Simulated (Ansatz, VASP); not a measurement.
# V3Re in VASP and in Ansatz

File INCAR:

```
PREC = Accurate
ENCUT = 520
EDIFF = 1E-7
ISMEAR = -1
SIGMA = 0.1
LREAL = False
LASPH = True
NELM = 150
ALGO = Normal
ISIF = 2
LWAVE = False
LCHARG = False
ISPIN = 2
MAGMOM = 1 1 1 0
LORBIT = 11
LMAXMIX = 4
GGA = CA
NBANDS = 35
```

The input KPOINTS:

```
regular mesh
0
Gamma
  7 7 7
```

Contents of POSCAR:

```
V3Re
1.0
    0.0000000000      3.0746837771      3.0746837771
    3.0746837771      0.0000000000      3.0746837771
    3.0746837771      3.0746837771      0.0000000000
V Re
3 1
Direct
    0.7500000000      0.7500000000      0.7500000000
    0.2500000000      0.2500000000      0.2500000000
    0.0000000000      0.0000000000      0.0000000000
    0.5000000000      0.5000000000      0.5000000000
```

Input for Ansatz:

```yaml
crystal:
  lattice:
    - [0.0, 3.074683777098118, 3.074683777098118]
    - [3.074683777098118, 0.0, 3.074683777098118]
    - [3.074683777098118, 3.074683777098118, 0.0]
  atoms:
    - { symbol: V, position: [0.75, 0.75, 0.75], spin: 1.0 }
    - { symbol: V, position: [0.25, 0.25, 0.25], spin: 1.0 }
    - { symbol: V, position: [0.0, 0.0, 0.0], spin: 1.0 }
    - { symbol: Re, position: [0.5, 0.5, 0.5] }
basis:
  ecutwfc: 500.0
kpoints:
  mp_grid:
    grid: [7, 7, 7]
hamiltonian:
  xc: lda
magnetization:
  spin_polarized: true
scf:
  occupations:
    method: fermi_dirac
    width: 0.1
output:
  stress: true
```

Alike in both runs: task single point; functional LDA; k mesh 7 × 7 × 7; occupations fermi-dirac, width 0.1 eV; collinear spin.

```csv
,VASP,Ansatz
version,VASP 6.6.1,Ansatz 0.2.0
potentials or method,"VASP PAW LDA potentials, release 64 (V_sv, Re), cutoff 520 eV","plane waves, PAW"
valence electrons in the cell,46,54
```

VASP gave:

| Item | Value |
| --- | --- |
| pressure (GPa) | -24.8 |
| net moment per atom (μB) | 0.00 |

**Question.** Estimate Ansatz's values.

**Answer.** Pressure (GPa): -25.2; net moment per atom (μB): 0.00.

LDA's correlation is that of Perdew and Zunger in VASP and of Perdew and Wang (1992) in Ansatz. VASP's potentials hold 46 valence electrons a cell and Ansatz's 54, so a difference there can come from the potentials and not from the codes. Ansatz's warnings: seeded moment not kept.

Spin-orbit coupling is off throughout.
